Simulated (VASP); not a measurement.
# Al3BSb2: single point with PBE

The system is Al3BSb2.

```
Al B Sb
1.0
     6.18638   -3.59214    0.00000
     6.18638    3.59214    0.00000
     0.00000    0.00000    6.38518
Al B Sb
6 2 4
Direct
  0.41689 0.85815 0.42112
  0.14185 0.58311 0.42112
  0.88368 0.11632 0.32650
  0.85815 0.41689 0.92112
  0.58311 0.14185 0.92112
  0.11632 0.88368 0.82650
  0.13091 0.86909 0.50071
  0.86909 0.13091 0.00071
  0.50763 0.80991 0.99527
  0.19009 0.49237 0.99527
  0.49237 0.19009 0.49527
  0.80991 0.50763 0.49527
```

```yaml
Program: VASP 6.6.1
Task: single point
Functional: PBE
Potentials_or_basis: VASP PAW PBE potentials, release 64 (Al, B, Sb)
Cutoff: 520 eV
k_mesh: 3 × 3 × 3
Occupations: gaussian, width 0.2 eV
Spin: no spin polarisation
```

The pressure is 0.4 GPa, the largest force is 0.056 eV/Å and the band gap on the k mesh is zero (band 22 reaches 5.39 eV, above the bottom of band 23 at 4.66 eV).

Forces on the atoms (eV/Å):
```
Al  -0.015  0.051  0.018
Al   0.015  0.051  0.018
Al   0.000 -0.043 -0.023
Al  -0.015 -0.051  0.018
Al   0.015 -0.051  0.018
Al   0.000  0.043 -0.023
B    0.000 -0.024 -0.008
B    0.000  0.024 -0.008
Sb   0.012  0.048 -0.003
Sb  -0.012  0.048 -0.003
Sb  -0.012 -0.048 -0.003
Sb   0.012 -0.048 -0.003
```

Stress tensor (GPa, compression positive):
```
0.25 0.00 0.00
0.00 0.55 0.00
0.00 0.00 0.48
```

Levels at points of the mesh, in eV from the Fermi level:
| k point | band 18 | band 19 | band 20 | band 21 | band 22 | band 23 | band 24 | band 25 | band 26 | band 27 |
| --- | --- | --- | --- | --- | --- | --- | --- | --- | --- | --- |
| (0.00, 0.00, 0.00) | -1.70 | -1.66 | -0.38 | -0.23 | 0.68 | 0.74 | 1.20 | 1.78 | 2.17 | 2.59 |

Run time: 110 s on 1 thread of Intel(R) Xeon(R) Platinum 8259CL CPU @ 2.50GHz (Skylake/Cascade Lake), on a shared host, peak memory 0.39 GiB.

Caveat: spin-orbit coupling is left out, which moves the levels of the heavy elements.
